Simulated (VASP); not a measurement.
A run of VASP 6.6.1:

The input INCAR:

```
  PREC = Accurate
  ENCUT = 520
  EDIFF = 1E-8
  ISMEAR = -1
  SIGMA = 0.05
  LREAL = False
  LASPH = True
  NELM = 60
  ALGO = Normal
  ISIF = 2
  LWAVE = False
  LCHARG = False
  GGA = PS
  LEFG = True
  NBANDS = 32
```

The input KPOINTS:

```
Automatic mesh
0
Gamma
  10 10 10
```

Contents of POSCAR:

```
NbZn3
1.0
    3.8553200000      0.0000000000      0.0000000000
    0.0000000000      3.8553200000      0.0000000000
    0.0000000000      0.0000000000      3.9340000000
Nb Zn
1 3
Direct
    0.0000000000      0.0000000000      0.0000000000
    0.0000000000      0.5000000000      0.5000000000
    0.5000000000      0.0000000000      0.5000000000
    0.5000000000      0.5000000000      0.0000000000
```

Potentials or basis: VASP PAW PBE potentials, release 64 (Nb_sv, Zn).

Command:

```bash
$ cat potpaw_PBE.64/Nb_sv/POTCAR potpaw_PBE.64/Zn/POTCAR > POTCAR
$ mpirun -np 1 vasp_std > vasp.out
```

Hardware: 1 thread of Intel Xeon 8259CL, on a shared host.

Estimate the wall time of this run.

It took 7.1 min on 1 thread of Intel Xeon 8259CL, on a shared host, peak memory 0.32 GiB. Counts: scf iterations 17, k points 126.
